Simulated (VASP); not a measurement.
Input of a VASP 6.6.1 run:

INCAR

```
PREC = Accurate
ENCUT = 600
EDIFF = 1E-6
ISMEAR = -1
SIGMA = 0.05
LREAL = F
LASPH = T
NELM = 100
ALGO = Normal
ISIF = 3
LWAVE = F
LCHARG = F
GGA = PE
IBRION = 2
NSW = 60
EDIFFG = -0.005
PSTRESS = 1500.0
```

Contents of KPOINTS:

```
regular mesh
0
Gamma
  16 16 16
```

The input POSCAR:

```
AlCo
1.0
    0.0000000000      2.0414243952      2.0414243952
    2.0414243952      0.0000000000      2.0414243952
    2.0414243952      2.0414243952      0.0000000000
Co Al
1 1
Direct
    0.0000000000      0.0000000000      0.0000000000
    0.5000000000      0.5000000000      0.5000000000
```

Potentials or basis: VASP PAW PBE potentials, release 64 (Co, Al).

Command:

```sh
$ cat potpaw_PBE.64/Co/POTCAR potpaw_PBE.64/Al/POTCAR > POTCAR
$ mpirun -np 1 vasp_std > vasp.out
```

(1) What does it give for the relaxed volume?

(2) Predict the band gap on the k mesh.

(3) Estimate the relaxed cell.

(4) Estimate the space group after relaxing (to 0.05 Å).

Answers

(1) 8.57 Å³/atom.

(2) zero (band 6 reaches 15.94 eV, above the bottom of band 7 at 15.55 eV).

(3) a = 2.894 Å, b = 2.894 Å, c = 2.894 Å, α = 60.00°, β = 60.00°, γ = 60.00°.

(4) Fm-3m (No. 225).

Caveat: the cell is relaxed towards a set pressure, so the enthalpy falls and the energy may rise.
